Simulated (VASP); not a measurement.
# Cs (Im-3m) in VASP: notebook

Cs is run at these levels: PBE; tasks: single point.

All numbers are computed with VASP 6.6.1; they aren't measurements. Logs are shortened: lines on timing, memory, paths and dates and some standing lists are left out, and cuts for length are marked.

### 1 The cell of the first run

It takes space group Im-3m (No. 229, cubic). The conventional cell has a = 6.154 Å, b = 6.154 Å, c = 6.154 Å, α = 90.00°, β = 90.00°, γ = 90.00°.

### 2 Single point, PBE

File INCAR:

```
PREC = Accurate
ENCUT = 520
EDIFF = 1E-6
ISMEAR = -1
SIGMA = 0.6
LREAL = False
LASPH = True
NELM = 80
ALGO = Normal
ISIF = 2
LWAVE = False
LCHARG = False
GGA = PE
NBANDS = 10
```

File KPOINTS:

```
Automatic mesh
0
Gamma
  7 7 7
```

File POSCAR:

```
Cs
1.0
   -3.0771709509      3.0771709509      3.0771709509
    3.0771709509     -3.0771709509      3.0771709509
    3.0771709509      3.0771709509     -3.0771709509
Cs
1
Direct
    0.0000000000      0.0000000000      0.0000000000
```

Potentials or basis: VASP PAW PBE potentials, release 64 (Cs_sv).

On the command line:

```
cat potpaw_PBE.64/Cs_sv/POTCAR > POTCAR
mpirun -np 1 vasp_std > vasp.out
```

OUTCAR:

```text
PREC = Accurate
   ENCUT = 520
   EDIFF = 1E-6
   ISMEAR = -1
   LREAL = False
   LASPH = True
   NELM = 80
   ISIF = 2
   GGA = PE

 ion  position               nearest neighbor table
   1  0.000  0.000  0.000-

  LATTYP: Found a body centered cubic cell.
 ALAT       =     6.1543419018

  Lattice vectors:

 A1 = (  -3.0771709509,   3.0771709509,   3.0771709509)
 A2 = (   3.0771709509,  -3.0771709509,   3.0771709509)
 A3 = (   3.0771709509,   3.0771709509,  -3.0771709509)

Analysis of symmetry for initial positions (statically):
=====================================================================
 Subroutine PRICEL returns:
 Original cell was already a primitive cell.

 Routine SETGRP: Setting up the symmetry group for a
 body centered cubic supercell.

 Subroutine GETGRP returns: Found 48 space group operations
 (whereof 48 operations were pure point group operations)
 out of a pool of 48 trial point group operations.

The static configuration has the point symmetry O_h .

Analysis of symmetry for dynamics (positions and initial velocities):
=====================================================================
 Subroutine PRICEL returns:
 Original cell was already a primitive cell.

 Routine SETGRP: Setting up the symmetry group for a
 body centered cubic supercell.

 Subroutine GETGRP returns: Found 48 space group operations
 (whereof 48 operations were pure point group operations)
 out of a pool of 48 trial point group operations.

The dynamic configuration has the point symmetry O_h .

 Subroutine INISYM returns: Found 48 space group operations
 (whereof 48 operations are pure point group operations),
 and found     1 'primitive' translations

----------------------------------------------------------------------------------------

                                     Primitive cell

  volume of cell :     116.5507

  direct lattice vectors                    reciprocal lattice vectors
    -3.077170951  3.077170951  3.077170951     0.000000000  0.162486910  0.162486910
     3.077170951 -3.077170951  3.077170951     0.162486910  0.000000000  0.162486910
     3.077170951  3.077170951 -3.077170951     0.162486910  0.162486910  0.000000000

  length of vectors
     5.329816431  5.329816431  5.329816431     0.229791192  0.229791192  0.229791192

  position of ions in fractional coordinates (direct lattice)
     0.000000000  0.000000000  0.000000000

[... 72 lines left out ...]
   EDIFFG = 0.1E-04   stopping-criterion for IOM
   NSW    =      0    number of steps for IOM
   IBRION =     -1    ionic relax: 0-MD 1-quasi-New 2-CG
   NFREE  =      0    steps in history (QN), initial steepest desc. (CG)
   ISIF   =      2    stress and relaxation
   ISYM   =      2    0-nonsym 1-usesym 2-fastsym
   POTIM  = 0.5000    time-step for ionic-motion
   TEBEG  =    0.0;   TEEND  =   0.0 temperature during run
   PSTRESS=    0.0 pullay stress
   NELECT =       9.0000    total number of electrons
   NUPDOWN=      -1.0000    fix difference up-down
   EMIN   =  10.00;   EMAX   =-10.00  energy-range for DOS
   EFERMI =   0.00;   METHOD = LEGACY
   ISMEAR =    -1;   SIGMA  =   0.60  broadening in eV -4-tet -1-fermi 0-gaus
   EFERMI_NEDOS =   21; number of points for ismear=-14 and -15
   IALGO  =     38    algorithm
   IMIX   =      4    mixing-type and parameters
     AMIX     =   0.40;   BMIX     =  1.00
     AMIX_MAG =   1.60;   BMIX_MAG =  1.00
  volume/ion in A,a.u.               =     116.55       786.52
  Fermi-wavevector in a.u.,A,eV,Ry     =   0.697136  1.317396  6.612408  0.485998
  Thomas-Fermi vector in A             =   1.780379
   LORBIT       =      0    0 simple, 1 ext, 2 COOP (PROOUT), +10 PAW based schemes
   GGA     = PE    functional components
   LHFCALC =     F    Hartree Fock is set to
   AEXX    =    0.0000 exact exchange contribution
   IVDW    =     0    specifies the selected vdW correction
   LEPSILON=     F    determine dielectric tensor
   LRPA    =     F    only Hartree local field effects (RPA)
 non-spin polarized calculation
  energy-cutoff  :      520.00
  volume of cell :      116.55
 maximum number of plane-waves:      3164
   NGX = 19   NGY = 19   NGZ = 19

 number of electron       9.0000002 magnetization

 Free energy of the ion-electron system (eV)
  ---------------------------------------------------
  ext. energy  EPLUGINS =         0.00000000
  ---------------------------------------------------
  free energy    TOTEN  =        -1.51259730 eV

  energy without entropy =       -0.30073688  energy(sigma->0) =       -0.90666709

 E-fermi :   0.0297     XC(G=0):  -5.3517

 val. band max:       -0.0329245201   @ k =   0.1429   0.1429   0.1429
 cond. band min:       0.1102094636   @ k =   0.2857   0.1429   0.0000
 fundamental gap:      0.1431339838
 Fermi energy:         0.0296611417

 k-point     1 :       0.0000    0.0000    0.0000
  band No.  band energies     occupation
      1     -23.3828      2.00000
      2     -10.1348      2.00000
      3     -10.1348      2.00000
      4     -10.1348      2.00000
      5      -1.2234      1.77956
      6       2.9382      0.01557
      7       2.9382      0.01557
      8       2.9382      0.01557
      9       3.7770      0.00387
     10       3.7770      0.00387
[... 235 lines left out ...]
 k-point    20 :      -0.4286    0.4286    0.4286
  band No.  band energies     occupation
      1     -23.3720      2.00000
      2     -10.2284      2.00000
      3     -10.2240      2.00000
      4     -10.2240      2.00000
      5       1.0743      0.29836
      6       1.1713      0.25959
      7       3.1232      0.01146
      8       3.2403      0.00944
      9       3.2403      0.00944
     10       4.6926      0.00084

------------------------ aborting loop because EDIFF is reached ----------------------------------------

  FORCE on cell =-STRESS in cart. coord.  units (eV):
  Direction    XX          YY          ZZ          XY          YZ          ZX
  --------------------------------------------------------------------------------------
  -------------------------------------------------------------------------------------
  Total        0.1051979      0.1051979      0.1051979      0.0000000      0.0000000     -0.0000000
  in kB        1.4461154      1.4461154      1.4461154      0.0000000      0.0000000     -0.0000000
  external PRESSURE =       1.4461154 kB  Pullay stress =       0.0000000 kB

 VOLUME and BASIS-vectors are now :
 -----------------------------------------------------------------------------
  energy-cutoff  :      520.00
  volume of cell :      116.55
      direct lattice vectors                 reciprocal lattice vectors
    -3.077170951  3.077170951  3.077170951     0.000000000  0.162486910  0.162486910
     3.077170951 -3.077170951  3.077170951     0.162486910  0.000000000  0.162486910
     3.077170951  3.077170951 -3.077170951     0.162486910  0.162486910  0.000000000

 POSITION                                       TOTAL-FORCE (eV/Angst)
 -----------------------------------------------------------------------------------
      0.00000      0.00000      0.00000         0.000000     -0.000000     -0.000000
 -----------------------------------------------------------------------------------
    total drift:                                0.000000      0.000000      0.000000

  FREE ENERGIE OF THE ION-ELECTRON SYSTEM (eV)
  ---------------------------------------------------
  free  energy   TOTEN  =        -1.5125973015 eV

  energy  without entropy=       -0.3007368765  energy(sigma->0) =       -0.90666709
```

OSZICAR:

```text
N       E                     dE             d eps       ncg     rms          rms(c)
DAV:   1     0.508030620672E+02    0.50803E+02   -0.28499E+03   400   0.621E+02
DAV:   2     0.382397103364E+01   -0.46979E+02   -0.45581E+02   526   0.104E+02
DAV:   3    -0.143320393352E+01   -0.52572E+01   -0.52481E+01   466   0.410E+01
DAV:   4    -0.150950727662E+01   -0.76303E-01   -0.76079E-01   498   0.584E+00
DAV:   5    -0.151008912020E+01   -0.58184E-03   -0.56569E-03   518   0.391E-01    0.135E-01
DAV:   6    -0.151129369754E+01   -0.12046E-02   -0.89067E-04   492   0.144E-01    0.859E-02
DAV:   7    -0.151250901898E+01   -0.12153E-02   -0.18623E-03   430   0.216E-01    0.243E-02
DAV:   8    -0.151259718641E+01   -0.88167E-04   -0.10932E-04   492   0.547E-02    0.542E-03
DAV:   9    -0.151259730146E+01   -0.11506E-06   -0.37769E-06   570   0.111E-02
   1 F= -.15125973E+01 E0= -.90666709E+00  d E =-.121186E+01
```

Run time: 10 s. Hardware: 1 thread of AMD EPYC 9R14 (Zen 4), shared host; peak memory 0.2 GiB.

Results:

```yaml
Free_energy: -1.5126 eV
Pressure: 0.1 GPa
```

Levels at points of the mesh, in eV from the Fermi level:
```tsv
k point	band 2	band 3	band 4	band 5	band 6	band 7
(0.00, 0.00, 0.00)	-10.16	-10.16	-10.16	-1.25	2.91	2.91
```

Caveat: spin-orbit coupling is left out, which moves the levels of the heavy elements.

### 3 Single point, PBE

File INCAR:

```
SYSTEM = Cs
PREC     = Accurate       ! precision mode
ENCUT    = 520            ! plane-wave cutoff, eV
EDIFF    = 1E-6           ! SCF threshold, eV
ISMEAR   = -1             ! smearing method
SIGMA    = 1.0            ! smearing width, eV
LREAL    = .FALSE.        ! projectors in reciprocal space
LASPH    = .TRUE.         ! aspherical terms in the spheres
NELM     = 80             ! most SCF steps
ALGO     = Normal         ! electronic algorithm
ISIF     = 2              ! what is computed and relaxed
LWAVE    = .FALSE.        ! write WAVECAR
LCHARG   = .FALSE.        ! write CHGCAR
GGA      = PE             ! functional
NBANDS   = 10             ! bands
```

File KPOINTS:

```
Automatic mesh
0
G
  7 7 7
  0 0 0
```

POSCAR is that of step 2.

Potentials or basis: VASP PAW PBE potentials, release 64 (Cs_sv).

On the command line:

```
cat potpaw_PBE.64/Cs_sv/POTCAR > POTCAR
mpirun -np 1 vasp_std > vasp.out
```

Wall time 11 s (1 thread of AMD EPYC 9R14 (Zen 4), shared host); peak memory 0.2 GiB.

The run converged. Its results:

| Item | Value |
| --- | --- |
| Free energy | -2.4653 eV |
| Pressure | 0.4 GPa |

Levels at points of the mesh, in eV from the Fermi level:
| k point | band 1 | band 2 | band 3 | band 4 | band 5 | band 6 | band 7 | band 8 |
| --- | --- | --- | --- | --- | --- | --- | --- | --- |
| (0.00, 0.00, 0.00) | -22.74 | -9.50 | -9.50 | -9.50 | -0.64 | 3.53 | 3.53 | 3.53 |

Caveat: spin-orbit coupling is left out, which moves the levels of the heavy elements.

### 4 Single point, PBE

File INCAR:

```
PREC = Accurate
ENCUT = 520
EDIFF = 1E-7
ISMEAR = 0
SIGMA = 0.01
LREAL = F
LASPH = T
NELM = 60
ALGO = Normal
ISIF = 2
LWAVE = F
LCHARG = F
GGA = PE
NBANDS = 10
```

File KPOINTS:

```
Automatic mesh
0
Gamma
  7 7 7
```

POSCAR is that of step 3.

On the command line:

```
cat potpaw_PBE.64/Cs_sv/POTCAR > POTCAR
mpirun -np 1 vasp_std > vasp.out
```

Wall time 12 s (1 thread of AMD EPYC 9R14 (Zen 4), shared host); peak memory 0.2 GiB.

The run converged. Its results:

| Property | Result |
| --- | --- |
| Free energy | -0.8516 eV |
| Pressure | 0.0 GPa |

Levels at points of the mesh, in eV from the Fermi level:
| k point | band 3 | band 4 | band 5 | band 6 | band 7 | band 8 |
| --- | --- | --- | --- | --- | --- | --- |
| (0.00, 0.00, 0.00) | -10.61 | -10.61 | -1.66 | 2.49 | 2.49 | 2.49 |

Caveat: spin-orbit coupling is left out, which moves the levels of the heavy elements.

### 5 Overview

| smearing | gap on the mesh (eV) | pressure (GPa) |
| --- | --- | --- |
| fermi-dirac 0.6 eV | none | 0.1 |
| fermi-dirac 1 eV | none | 0.4 |
| gaussian 0.01 eV | none | 0.0 |

Alike in all rows: task single point; level PBE; potentials or basis VASP PAW PBE potentials, release 64 (Cs_sv); no spin polarisation; cell as given; k mesh 7 × 7 × 7; cutoff (eV) 520.

Every run on the cell as given and a fine mesh finds a metal.

Caveats: spin-orbit coupling is left out, which moves the levels of the heavy elements.

Total energies depend on the potentials used, so only differences within one code and one set of settings carry meaning.
